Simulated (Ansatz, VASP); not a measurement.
## Br: VASP beside Ansatz

```
CELL_PARAMETERS angstrom
3.89427 0.00000 0.00000
-1.94713 3.37254 0.00000
0.00000 0.00000 4.26853
ATOMIC_POSITIONS crystal
Br 0.33333 0.66667 0.25000
Br 0.66667 0.33333 0.75000
```

Alike in both runs: functional r2SCAN; k mesh 6 × 6 × 4; occupations gaussian, width 0.1 eV; no spin polarisation.

Ansatz relaxed the structure, and its values are those at the end. VASP's run is a single point on that final structure, the one shown.

```csv
,VASP,Ansatz
version,VASP 6.6.1,Ansatz 0.2.0
potentials or method,"VASP PAW PBE potentials, release 64 (Br), cutoff 520 eV","scalar-relativistic, plane waves, PAW"
valence electrons in the cell,14,14
```

```csv
,VASP,Ansatz,Ansatz less VASP
gap on the k mesh at the Fermi level (eV),none,none,-
pressure (GPa),-0.1,-0.1,+0.03
```

VASP's potentials were made for PBE, not for r2SCAN. A gap of «none» marks a metal or a gap that the smearing closes. The functional is the same, so the differences come from potentials, cutoffs and numerics.

The k mesh is coarse, so the values compare programs but aren't converged.
